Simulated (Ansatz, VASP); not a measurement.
Pt: VASP beside Ansatz

```
CELL_PARAMETERS angstrom
0.00000 1.92224 2.07659
1.92224 0.00000 2.07659
1.92224 1.92224 0.00000
ATOMIC_POSITIONS crystal
Pt 0.00000 0.00000 0.00000
```

Alike in both runs: task single point; functional LDA; k mesh 22 × 22 × 22; occupations gaussian, width 0.15 eV; no spin polarisation.

|  | VASP | Ansatz |
| --- | --- | --- |
| version | VASP 6.6.1 | Ansatz 0.2.0 |
| potentials or method | VASP PAW LDA potentials, release 64 (Pt), cutoff 520 eV | scalar-relativistic, plane waves, PAW |
| valence electrons in the cell | 10 | 18 |

|  | VASP | Ansatz | Ansatz less VASP |
| --- | --- | --- | --- |
| gap on the k mesh at the Fermi level (eV) | none | none | - |
| pressure (GPa) | -9.3 | -10.0 | -0.68 |
| traceless stress, the component that is largest in VASP (GPa) | -6.01 | -6.01 | +0.004 |

Ansatz warns that its potentials were made for another functional, while VASP's fit it. LDA's correlation is that of Perdew and Zunger in VASP and of Perdew and Wang (1992) in Ansatz. A gap of «none» marks a metal or a gap that the smearing closes. VASP's potentials hold 10 valence electrons a cell and Ansatz's 18, so a difference there can come from the potentials and not from the codes.

Neither program's run includes spin-orbit coupling.
